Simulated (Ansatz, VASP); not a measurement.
**Two plane-wave programs on Ge3PdO4**

```
CELL_PARAMETERS angstrom
-3.19546 3.19546 3.19546
3.19546 -3.19546 3.19546
3.19546 3.19546 -3.19546
ATOMIC_POSITIONS crystal
Ge 0.00000 0.50000 0.50000
Ge 0.50000 0.00000 0.50000
Ge 0.50000 0.50000 0.00000
Pd 0.00000 0.00000 0.00000
O 0.50000 0.50000 0.50000
O 0.00000 0.00000 0.50000
O 0.00000 0.50000 0.00000
O 0.50000 0.00000 0.00000
```

Alike in both runs: task single point; functional PBE; k mesh 4 × 4 × 4; occupations gaussian, width 0.1 eV; collinear spin.

|  | VASP | Ansatz |
| --- | --- | --- |
| version | VASP 6.6.1 | Ansatz 0.2.0 |
| potentials or method | VASP PAW PBE potentials, release 64 (Ge_d, Pd, O), cutoff 520 eV | scalar-relativistic, plane waves, PAW |
| valence electrons in the cell | 76 | 84 |

```csv
,VASP,Ansatz,Ansatz less VASP
gap on the k mesh at the Fermi level (eV),none,none,-
pressure (GPa),-20.1,-20.0,+0.09
net moment per atom (μB),0.00,0.00,0.000
```

A gap of «none» marks a metal or a gap that the smearing closes. The functional is the same, so the differences come from potentials, cutoffs and numerics. VASP's potentials hold 76 valence electrons a cell and Ansatz's 84, so a difference there can come from the potentials and not from the codes. Ansatz's warnings: seeded moment not kept.
